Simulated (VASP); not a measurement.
# GaCo (P6/mmm) in VASP: further runs

Runs on GaCo. Level: PBE. Tasks: single point, relaxation of cell and atoms.

Program: VASP 6.6.1. These are calculated values, not measurements. Logs are shortened: lines on timing, memory, paths and dates and some standing lists are left out, and cuts for length are marked.

**1. The cell of the first run**

The structure is hexagonal, space group P6/mmm (No. 191). The conventional cell has a = 2.642 Å, b = 2.642 Å, c = 4.812 Å, α = 90.00°, β = 90.00°, γ = 120.00°. Within 3.2 Å of Ga (site symmetry 6/mmm) lie 2 Co at 2.41 Å and 6 Ga at 2.64 Å. Within 3.2 Å of Co (site symmetry 6/mmm) lie 2 Ga at 2.41 Å and 6 Co at 2.64 Å.

**2. Single point, PBE, collinear spin, ferromagnetic start**

Contents of INCAR:

```
SYSTEM = GaCo
  PREC = Accurate
  ENCUT = 520
  EDIFF = 1E-7
  ISMEAR = 0
  SIGMA = 0.1
  LREAL = .FALSE.
  LASPH = .TRUE.
  NELM = 150
  ALGO = Normal
  ISIF = 2
  LWAVE = .FALSE.
  LCHARG = .FALSE.
  ISPIN = 2
  MAGMOM = 0 3
  LORBIT = 11
  LMAXMIX = 4
  GGA = PE
  NBANDS = 22
```

Contents of KPOINTS:

```
regular mesh
0
G
  6 6 4
  0 0 0
```

Contents of POSCAR:

```
GaCo
1.0
    2.6421439706     -0.0000000029      0.0000000000
   -1.3210719828      2.2881638005      0.0000000000
    0.0000000000      0.0000000000      4.8118424475
Ga Co
1 1
Direct
    0.0000000000      0.0000000000      0.0000000000
    0.0000000000      0.0000000000      0.5000000000
```

Potentials or basis: VASP PAW PBE potentials, release 64 (Ga_d, Co).

Launch:

```bash
cat potpaw_PBE.64/Ga_d/POTCAR potpaw_PBE.64/Co/POTCAR > POTCAR
mpirun -np 1 vasp_std > vasp.out
```

OUTCAR:

```text
SYSTEM = GaCo
   PREC = Accurate
   ENCUT = 520
   EDIFF = 1E-7
   ISMEAR = 0
   LREAL = .FALSE.
   LASPH = .TRUE.
   NELM = 150
   ISIF = 2
   ISPIN = 2
   LORBIT = 11
   GGA = PE

 ion  position               nearest neighbor table
   1  0.000  0.000  0.000-   2 2.41   2 2.41
   2  0.000  0.000  0.500-   1 2.41   1 2.41

  LATTYP: Found a hexagonal cell.
 ALAT       =     2.6421439706
 C/A-ratio  =     1.8211885881

  Lattice vectors:

 A1 = (   2.6421439706,  -0.0000000029,   0.0000000000)
 A2 = (  -1.3210719828,   2.2881638005,   0.0000000000)
 A3 = (   0.0000000000,   0.0000000000,   4.8118424475)

Analysis of symmetry for initial positions (statically):
=====================================================================
 Subroutine PRICEL returns:
 Original cell was already a primitive cell.

 Routine SETGRP: Setting up the symmetry group for a
 hexagonal supercell.

 Subroutine GETGRP returns: Found 24 space group operations
 (whereof 24 operations were pure point group operations)
 out of a pool of 24 trial point group operations.

The static configuration has the point symmetry D_6h.

Analysis of symmetry for dynamics (positions and initial velocities):
=====================================================================
 Subroutine PRICEL returns:
 Original cell was already a primitive cell.

 Routine SETGRP: Setting up the symmetry group for a
 hexagonal supercell.

 Subroutine GETGRP returns: Found 24 space group operations
 (whereof 24 operations were pure point group operations)
 out of a pool of 24 trial point group operations.

The dynamic configuration has the point symmetry D_6h.

Analysis of structural, dynamic, and magnetic symmetry:
=====================================================================
 Subroutine PRICEL returns:
 Original cell was already a primitive cell.

 Routine SETGRP: Setting up the symmetry group for a
 hexagonal supercell.

 Subroutine GETGRP returns: Found 24 space group operations
 (whereof 24 operations were pure point group operations)
 out of a pool of 24 trial point group operations.

The overall configuration has the point symmetry D_6h.

 Subroutine INISYM returns: Found 24 space group operations
 (whereof 24 operations are pure point group operations),
 and found     1 'primitive' translations

----------------------------------------------------------------------------------------

                                     Primitive cell

  volume of cell :      29.0908

  direct lattice vectors                    reciprocal lattice vectors
     2.642143971 -0.000000003  0.000000000     0.378480511  0.218515824  0.000000000
    -1.321071983  2.288163801  0.000000000     0.000000000  0.437031650  0.000000000
     0.000000000  0.000000000  4.811842448     0.000000000  0.000000000  0.207820603

  length of vectors
     2.642143971  2.642143971  4.811842448     0.437031650  0.437031650  0.207820603

  position of ions in fractional coordinates (direct lattice)
     0.000000000  0.000000000  0.000000000
     0.000000000  0.000000000  0.500000000

  ion indices of the primitive-cell ions
   primitive index   ion index
                 1           1
                 2           2

----------------------------------------------------------------------------------------

 KPOINTS: regular mesh

Automatic generation of k-mesh.
 Grid dimensions read from file:
 generate k-points for:    6    6    4

 Generating k-lattice:

  Cartesian coordinates                     Fractional coordinates (reciprocal lattice)
     0.063080085  0.036419304  0.000000000     0.166666667  0.000000000  0.000000000
     0.000000000  0.072838608  0.000000000    -0.000000000  0.166666667  0.000000000
     0.000000000  0.000000000  0.051955151     0.000000000  0.000000000  0.250000000

  Length of vectors
     0.072838608  0.072838608  0.051955151

  Shift w.r.t. Gamma in fractional coordinates (k-lattice)
     0.000000000  0.000000000  0.000000000

 Subroutine IBZKPT returns following result:
 ===========================================

 Found     21 irreducible k-points:

 Following reciprocal coordinates:
            Coordinates               Weight
  0.000000  0.000000  0.000000      1.000000
  0.166667 -0.000000  0.000000      6.000000
  0.333333  0.000000  0.000000      6.000000
  0.500000  0.000000  0.000000      3.000000
  0.166667  0.166667  0.000000      6.000000
  0.333333  0.166667  0.000000     12.000000
[... 13 lines left out ...]
  0.333333  0.166667  0.500000     12.000000
  0.333333  0.333333  0.500000      2.000000
   k-points           NKPTS =     21   k-points in BZ     NKDIM =     21   number of bands    NBANDS=     22
   number of dos      NEDOS =    301   number of ions     NIONS =      2
   total plane-waves  NPLWV =  14400
   dimension x,y,z NGX =    20 NGY =   20 NGZ =   36
   dimension x,y,z NGXF=    40 NGYF=   40 NGZF=   72
   ions per type =               1   1
   NGX,Y,Z   is equivalent  to a cutoff of  12.58, 12.58, 12.44 a.u.
   NGXF,Y,Z  is equivalent  to a cutoff of  25.17, 25.17, 24.88 a.u.
 SYSTEM =  GaCo
   PREC   = accura    normal or accurate (medium, high low for compatibility)
   ISTART =      0    job   : 0-new  1-cont  2-samecut
   ICHARG =      2    charge: 1-file 2-atom 10-const
   ISPIN  =      2    spin polarized calculation?
   LNONCOLLINEAR =      F non collinear calculations
   LSORBIT =      F    spin-orbit coupling
   LASPH  =      T    aspherical Exc in radial PAW
   ENCUT  =  520.0 eV  38.22 Ry    6.18 a.u.   4.91  4.91  8.95*2*pi/ulx,y,z
   NELM   =    150;   NELMIN=  2; NELMDL= -5     # of ELM steps
   EDIFF  = 0.1E-06   stopping-criterion for ELM
   LREAL  =      F    real-space projection
   EDIFFG = 0.1E-05   stopping-criterion for IOM
   NSW    =      0    number of steps for IOM
   IBRION =     -1    ionic relax: 0-MD 1-quasi-New 2-CG
   NFREE  =      0    steps in history (QN), initial steepest desc. (CG)
   ISIF   =      2    stress and relaxation
   ISYM   =      2    0-nonsym 1-usesym 2-fastsym
   POTIM  = 0.5000    time-step for ionic-motion
   TEBEG  =    0.0;   TEEND  =   0.0 temperature during run
   PSTRESS=    0.0 pullay stress
   NELECT =      22.0000    total number of electrons
   NUPDOWN=      -1.0000    fix difference up-down
   EMIN   =  10.00;   EMAX   =-10.00  energy-range for DOS
   EFERMI =   0.00;   METHOD = LEGACY
   ISMEAR =     0;   SIGMA  =   0.10  broadening in eV -4-tet -1-fermi 0-gaus
   EFERMI_NEDOS =   21; number of points for ismear=-14 and -15
   IALGO  =     38    algorithm
   IMIX   =      4    mixing-type and parameters
     AMIX     =   0.40;   BMIX     =  1.00
     AMIX_MAG =   1.60;   BMIX_MAG =  1.00
  volume/ion in A,a.u.               =      14.55        98.16
  Fermi-wavevector in a.u.,A,eV,Ry     =   1.491526  2.818575 30.268184  2.224649
  Thomas-Fermi vector in A             =   2.604170
   LORBIT       =     11    0 simple, 1 ext, 2 COOP (PROOUT), +10 PAW based schemes
   GGA     = PE    functional components
   LHFCALC =     F    Hartree Fock is set to
   AEXX    =    0.0000 exact exchange contribution
   IVDW    =     0    specifies the selected vdW correction
   LEPSILON=     F    determine dielectric tensor
   LRPA    =     F    only Hartree local field effects (RPA)
 spin polarized calculation
 Gauss-broadening in eV      SIGMA  =   0.10
  energy-cutoff  :      520.00
  volume of cell :       29.09
 maximum number of plane-waves:       804
 NGX is ok and might be reduce to    20
   NGX =  9   NGY =  9   NGZ = 17

 number of electron      22.0000004 magnetization       1.1252273

 Free energy of the ion-electron system (eV)
  ---------------------------------------------------
  ext. energy  EPLUGINS =         0.00000000
  ---------------------------------------------------
  free energy    TOTEN  =        -8.96036780 eV

  energy without entropy =       -8.94521262  energy(sigma->0) =       -8.95279021

 E-fermi :   7.4772     XC(G=0): -12.0274

 val. band max:        7.4637239642   @ k =   0.5000   0.0000   0.2500
 cond. band min:       7.5007474500   @ k =   0.5000   0.0000   0.0000
 fundamental gap:      0.0370234858
 Fermi energy:         7.4771636625

 spin component 1

 k-point     1 :       0.0000    0.0000    0.0000
  band No.  band energies     occupation
      1      -8.0496      1.00000
      2      -7.8942      1.00000
      3      -7.8942      1.00000
      4      -7.5226      1.00000
      5      -7.5226      1.00000
      6      -3.8608      1.00000
[... 14 lines left out ...]
     21      31.0094      0.00000
     22      31.0889      0.00000
[... 476 lines left out ...]
 k-point    21 :       0.3333    0.3333    0.5000
  band No.  band energies     occupation
      1      -7.7743      1.00000
      2      -7.7743      1.00000
      3      -7.7482      1.00000
      4      -7.7482      1.00000
      5      -7.6077      1.00000
      6       4.6289      1.00000
[... 14 lines left out ...]
     21      23.8300      0.00000
     22      23.8592      0.00000
 Fermi energy:         7.4771636625

 spin component 2

 k-point     1 :       0.0000    0.0000    0.0000
  band No.  band energies     occupation
      1      -8.0639      1.00000
      2      -7.9052      1.00000
      3      -7.9052      1.00000
      4      -7.5418      1.00000
      5      -7.5418      1.00000
      6      -3.9484      1.00000
[... 14 lines left out ...]
     21      30.8876      0.00000
     22      30.9142      0.00000
[... 477 lines left out ...]
  band No.  band energies     occupation
      1      -7.7855      1.00000
      2      -7.7855      1.00000
      3      -7.7705      1.00000
      4      -7.7705      1.00000
      5      -7.6258      1.00000
      6       5.2916      1.00000
[... 14 lines left out ...]
     21      23.8612      0.00000
     22      24.0753      0.00000

------------------------ aborting loop because EDIFF is reached ----------------------------------------

  FORCE on cell =-STRESS in cart. coord.  units (eV):
  Direction    XX          YY          ZZ          XY          YZ          ZX
  --------------------------------------------------------------------------------------
  -------------------------------------------------------------------------------------
  Total        0.0122681      0.0122681     -0.1125111     -0.0000000      0.0000000      0.0000000
  in kB        0.6756675      0.6756675     -6.1965645     -0.0000000      0.0000000      0.0000000
  external PRESSURE =      -1.6150765 kB  Pullay stress =       0.0000000 kB

 VOLUME and BASIS-vectors are now :
 -----------------------------------------------------------------------------
  energy-cutoff  :      520.00
  volume of cell :       29.09
      direct lattice vectors                 reciprocal lattice vectors
     2.642143971 -0.000000003  0.000000000     0.378480511  0.218515824  0.000000000
    -1.321071983  2.288163801  0.000000000     0.000000000  0.437031650  0.000000000
     0.000000000  0.000000000  4.811842448     0.000000000  0.000000000  0.207820603

 POSITION                                       TOTAL-FORCE (eV/Angst)
 -----------------------------------------------------------------------------------
      0.00000      0.00000      0.00000        -0.000000      0.000000      0.000000
      0.00000      0.00000      2.40592         0.000000      0.000000      0.000000
 -----------------------------------------------------------------------------------
    total drift:                               -0.000000     -0.000000      0.000000

  FREE ENERGIE OF THE ION-ELECTRON SYSTEM (eV)
  ---------------------------------------------------
  free  energy   TOTEN  =        -8.9603678006 eV

  energy  without entropy=       -8.9452126222  energy(sigma->0) =       -8.95279021

 total charge

# of ion       s       p       d       tot
------------------------------------------
    1        1.003   0.726   9.997  11.727
    2        0.420   0.331   7.300   8.051
--------------------------------------------------
tot          1.423   1.057  17.297  19.778

 magnetization (x)

# of ion       s       p       d       tot
------------------------------------------
    1       -0.024  -0.032  -0.006  -0.061
    2       -0.005  -0.027   1.293   1.262
--------------------------------------------------
tot         -0.028  -0.059   1.287   1.200
```

Wall time 55 s (1 thread of AMD EPYC 7R43 (Zen 3), shared host); peak memory 0.12 GiB.

What came out:

```yaml
Free_energy: -8.9604 eV
Pressure: -0.2 GPa
Net_moment: 1.13 μB per cell
Site_moments: Ga -0.06; Co +1.26 μB
Valence_electrons_inside_the_program's_atomic_spheres: Ga 11.73; Co 8.05
```

Stress tensor (GPa, compression positive):
```
 0.07  0.00  0.00
 0.00  0.07  0.00
 0.00  0.00 -0.62
```

Caveat: the k points lie up to 0.46 Å⁻¹ apart.

**3. Single point, PBE, collinear spin, ferromagnetic start**

This run uses another cell than the first one, of 16.69 Å³/atom, 1.147 times its volume.

Contents of INCAR:

```
  PREC = Accurate
  ENCUT = 520
  EDIFF = 1E-6
  ISMEAR = 0
  SIGMA = 0.1
  LREAL = F
  LASPH = T
  NELM = 150
  ALGO = Normal
  ISIF = 2
  LWAVE = F
  LCHARG = F
  ISPIN = 2
  MAGMOM = 0 3
  LORBIT = 11
  LMAXMIX = 4
  GGA = PE
  NBANDS = 22
```

Contents of KPOINTS:

```
Automatic mesh
0
Gamma
  6 6 4
```

Contents of POSCAR:

```
GaCo
1.0
    2.6100085300      0.0000000000      0.0000000000
   -1.3050042600      2.2603336900      0.0000000000
    0.0000000000      0.0000000000      5.6577028200
Ga Co
1 1
Direct
    0.0000000000      0.0000000000      0.0000000000
    0.0000000000      0.0000000000      0.5000000000
```

Potentials or basis: VASP PAW PBE potentials, release 64 (Ga_d, Co).

Launch:

```bash
cat potpaw_PBE.64/Ga_d/POTCAR potpaw_PBE.64/Co/POTCAR > POTCAR
mpirun -np 1 vasp_std > vasp.out
```

Run time: 69 s. Hardware: 1 thread of AMD EPYC 7R43 (Zen 3), shared host; peak memory 0.13 GiB.

The run converged. Its results:

```yaml
Free_energy: -8.6907 eV
Pressure: -6.3 GPa
Net_moment: 1.62 μB per cell
Site_moments: Ga -0.02; Co +1.72 μB
Valence_electrons_inside_the_program's_atomic_spheres: Ga 11.63; Co 7.89
```

Stress tensor (GPa, compression positive):
```
 -3.49   0.00   0.00
  0.00  -3.49   0.00
  0.00   0.00 -12.06
```

Levels at points of the mesh, in eV from the Fermi level:
Spin up:
```
           k point  band 10  band 11  band 12  band 13  band 14  band 15
(0.00, 0.00, 0.00)    -2.03    -1.65    -1.53    -1.53     8.87    13.09
(0.50, 0.00, 0.00)    -1.78    -0.66    -0.59     2.42     2.68     6.28
(0.00, 0.00, 0.50)    -2.03    -1.53    -1.53     2.55     2.80    16.88
(0.50, 0.00, 0.50)    -1.93    -1.79    -0.59     1.30     2.93     9.77
```
Spin down:
```
           k point  band 7  band 8  band 9  band 10  band 11  band 12  band 13  band 14
(0.00, 0.00, 0.00)   -4.60   -3.81   -0.71    -0.47    -0.47     0.73     0.73     8.96
(0.50, 0.00, 0.00)   -3.47   -2.12   -1.37     0.40     0.42     1.16     2.42     2.59
(0.00, 0.00, 0.50)   -6.38   -2.53   -0.47    -0.47     0.73     0.73     2.55     3.23
(0.50, 0.00, 0.50)   -2.85   -2.40   -0.97    -0.71     0.41     1.16     1.24     3.50
```

Caveat: the k points lie up to 0.46 Å⁻¹ apart.

**4. Relaxation of cell and atoms, PBE, collinear spin, ferromagnetic start**

This run uses another cell than the first one, of 16.69 Å³/atom, 1.147 times its volume.

Contents of INCAR:

```
SYSTEM = GaCo
PREC     = Accurate       ! precision mode
ENCUT    = 600            ! plane-wave cutoff, eV
EDIFF    = 1E-6           ! SCF threshold, eV
ISMEAR   = 0              ! smearing method
SIGMA    = 0.1            ! smearing width, eV
LREAL    = .FALSE.        ! projectors in reciprocal space
LASPH    = .TRUE.         ! aspherical terms in the spheres
NELM     = 150            ! most SCF steps
ALGO     = Normal         ! electronic algorithm
ISIF     = 3              ! what is computed and relaxed
LWAVE    = .FALSE.        ! write WAVECAR
LCHARG   = .FALSE.        ! write CHGCAR
ISPIN    = 2              ! spin polarisation
MAGMOM   = 0 3            ! initial moments
LORBIT   = 11             ! projections on sites
LMAXMIX  = 4              ! l up to which the mixer works
GGA      = PE             ! functional
IBRION   = 2              ! ionic algorithm
NSW      = 90             ! ionic steps
EDIFFG   = -0.04          ! ionic threshold
```

Contents of KPOINTS:

```
regular mesh
0
G
  6 6 4
  0 0 0
```

POSCAR is that of step 3.

Launch:

```bash
cat potpaw_PBE.64/Ga_d/POTCAR potpaw_PBE.64/Co/POTCAR > POTCAR
mpirun -np 1 vasp_std > vasp.out
```

Run time: 7.2 min. Hardware: 1 thread of AMD EPYC 7R43 (Zen 3), shared host; peak memory 0.17 GiB.

Results (log left out):

| Quantity | Value |
| --- | --- |
| Free energy | -8.9628 eV |
| Relaxed volume | 14.50 Å³/atom |
| Relaxed cell | a = 2.650 Å, b = 2.650 Å, c = 4.767 Å, α = 90.00°, β = 90.00°, γ = 120.00° |
| Space group after relaxing (to 0.05 Å) | P6/mmm (No. 191) |
| Energy gained by relaxing | 136.2 meV/atom |
| Ionic steps | 10 |
| Pressure after relaxing | 0.0 GPa |
| Net moment | 1.04 μB per cell |
| Site moments | Ga -0.07; Co +1.19 μB |
| Valence electrons inside the program's atomic spheres | Ga 11.73; Co 8.06 |

Stress tensor (GPa, compression positive):
```
 0.17  0.00  0.00
 0.00  0.17  0.00
 0.00  0.00 -0.37
```

The path:
| step | energy change (eV) | largest force (eV/Å) | pressure (GPa) | volume (Å³) |
| --- | --- | --- | --- | --- |
| 1 | 0.0000 | 0.0000 | -6.41 | 33.38 |
| 2 | -0.1466 | 0.0000 | -1.73 | 30.24 |
| 3 | -0.1868 | 0.0000 | 3.25 | 28.39 |
| 4 | -0.2567 | 0.0000 | 4.00 | 27.91 |
| 5 | -0.2569 | 0.0000 | 3.97 | 27.89 |
| 6 | -0.2575 | 0.0000 | 4.16 | 27.84 |
| 7 | -0.2695 | 0.0000 | -1.62 | 29.49 |
| 8 | -0.2718 | 0.0000 | -0.02 | 28.98 |
| 9 | -0.2718 | 0.0000 | -0.16 | 29.00 |
| 10 | -0.2725 | 0.0000 | -0.01 | 29.00 |

Final structure:
```yaml
crystal:
  lattice:
    - [2.65043, 0.00000, 0.00000]
    - [-1.32521, 2.29534, 0.00000]
    - [0.00000, 0.00000, 4.76669]
  atoms:
    - { symbol: Ga, position: [0.00000, 0.00000, 0.00000] }
    - { symbol: Co, position: [0.00000, 0.00000, 0.50000] }
```

Levels at points of the mesh, in eV from the Fermi level:
Spin up:
| k point | band 8 | band 9 | band 10 | band 11 | band 12 | band 13 | band 14 | band 15 | band 16 | band 17 |
| --- | --- | --- | --- | --- | --- | --- | --- | --- | --- | --- |
| (0.00, 0.00, 0.00) | -3.45 | -1.77 | -1.77 | -1.02 | -1.02 | -0.04 | 15.38 | 15.38 | 15.69 | 19.26 |
| (0.50, 0.00, 0.00) | -2.99 | -2.71 | -1.29 | -0.39 | 0.30 | 2.50 | 3.49 | 7.79 | 8.09 | 9.03 |
| (0.00, 0.00, 0.50) | -3.04 | -1.77 | -1.77 | -1.05 | -1.05 | 6.02 | 6.98 | 16.07 | 16.07 | 18.92 |
| (0.50, 0.00, 0.50) | -3.24 | -2.32 | -1.35 | -0.98 | -0.39 | 0.93 | 2.97 | 9.77 | 12.57 | 12.99 |
Spin down:
```tsv
k point	band 6	band 7	band 8	band 9	band 10	band 11	band 12	band 13	band 14	band 15
(0.00, 0.00, 0.00)	-11.42	-3.78	-3.61	-0.53	-0.53	0.31	0.31	0.53	15.31	15.31
(0.50, 0.00, 0.00)	-4.55	-4.04	-2.08	-1.74	0.00	1.01	1.12	2.39	3.46	8.16
(0.00, 0.00, 0.50)	-10.81	-6.90	-2.41	-0.53	-0.53	0.27	0.27	5.98	7.20	16.00
(0.50, 0.00, 0.50)	-4.35	-3.35	-2.61	-1.62	-0.10	-0.08	0.85	1.01	3.56	9.72
```

Caveat: the k points lie up to 0.46 Å⁻¹ apart in the final cell.

**5. Summary**

```tsv
task	cell	cutoff (eV)	gap on the mesh (eV)	pressure (GPa)	moment (μB)
single point	a = 2.642, b = 2.642, c = 4.812 Å, angles 90.0, 90.0, 120.0°, 2 atoms	520	none	-0.2	1.13
single point	a = 2.610, b = 2.610, c = 5.658 Å, angles 90.0, 90.0, 120.0°, 2 atoms	520	none	-6.3	1.62
relaxation of cell and atoms	relaxed from a = 2.610, b = 2.610, c = 5.658 Å, angles 90.0, 90.0, 120.0°, 2 atoms	600	none	0.0	1.04
```

Alike in all rows: level PBE; potentials or basis VASP PAW PBE potentials, release 64 (Ga_d, Co); spin collinear, ferromagnetic start; k mesh 6 × 6 × 4; smearing gaussian 0.1 eV.

Caveats: all runs use coarse meshes.

Absolute energies hang on the potentials; compare differences alone.
